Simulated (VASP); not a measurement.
I: single point with PBE

The system is I.

```
I
1.0
     3.46122    0.00000    0.00000
     0.00000    3.46122    0.00000
     0.00000    0.00000    3.46122
I
1
Direct
  0.00000 0.00000 0.00000
```

```json
{
  "Program": "VASP 6.6.1",
  "Task": "single point",
  "Functional": "PBE",
  "Potentials or basis": "VASP PAW PBE potentials, release 64 (I)",
  "Cutoff": "520 eV",
  "k mesh": "8 × 8 × 8",
  "Occupations": "fermi-dirac, width 0.02 eV",
  "Spin": "no spin polarisation",
  "Dipole correction": "no",
  "Further INCAR settings": "ALGO = Normal; EDIFF = 1e-07; NBANDS = 10"
}
```

The pressure is 0.0 GPa and the band gap on the k mesh is zero (an odd number of electrons rules out a gap without spin polarisation).

Levels at points of the mesh, in eV from the Fermi level:
| k point | band 1 | band 2 | band 3 | band 4 | band 5 | band 6 |
| --- | --- | --- | --- | --- | --- | --- |
| (0.00, 0.00, 0.00) | -13.40 | -0.08 | -0.08 | -0.08 | 5.52 | 6.66 |
| (0.50, 0.00, 0.00) | -12.58 | -4.51 | 0.57 | 0.57 | 7.93 | 7.95 |
| (0.50, 0.50, 0.00) | -11.78 | -3.59 | -3.59 | 1.17 | 3.93 | 9.45 |
| (0.50, 0.50, 0.50) | -11.00 | -2.79 | -2.79 | -2.79 | 5.66 | 5.66 |

Run time: 19 s on 1 thread of Intel Xeon 8259CL, with other jobs on the host, peak memory 0.16 GiB.

Caveat: spin-orbit coupling is left out, which moves the levels of the heavy elements; an odd number of electrons without spin polarisation forces a metal; a magnetic or distorted state may lie lower.
